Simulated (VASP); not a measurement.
**Ta2N: vibrations by perturbation theory with PBE**

Crystal: Ta2N.

```
Ta N
1.0
     3.11286    0.00000    0.00000
    -1.55643    2.69582    0.00000
     0.00000    0.00000    4.86984
Ta N
2 1
Direct
  0.33333 0.66667 0.25471
  0.66667 0.33333 0.74529
  0.00000 0.00000 0.00000
```

| Property | Result |
| --- | --- |
| Program | VASP 6.6.1 |
| Task | vibrations by perturbation theory |
| Functional | PBE |
| Potentials or basis | VASP PAW PBE potentials, release 64 (Ta_pv, N) |
| Cutoff | 520 eV |
| k mesh | 7 × 7 × 5 |
| Occupations | fermi-dirac, width 0.05 eV |
| Spin | no spin polarisation |
| Dipole correction | no |
| Further INCAR settings | ALGO = Normal; EDIFF = 1e-08; NBANDS = 20; IBRION = 8; NSW = 1 |

```yaml
Highest_phonon_frequency_at_Γ_LO-TO_splitting_left_out: 534 cm⁻¹
```

Phonon frequencies in cm⁻¹ (negative: imaginary):
| q point | frequencies |
| --- | --- |
| (0.000, 0.000, 0.000) | -2 -2 0 89 89 172 478 478 534 |

It took 11 min on 1 thread of AMD EPYC 7R43 64-Core Processor (Zen 3), with other jobs on the host, peak memory 0.29 GiB.
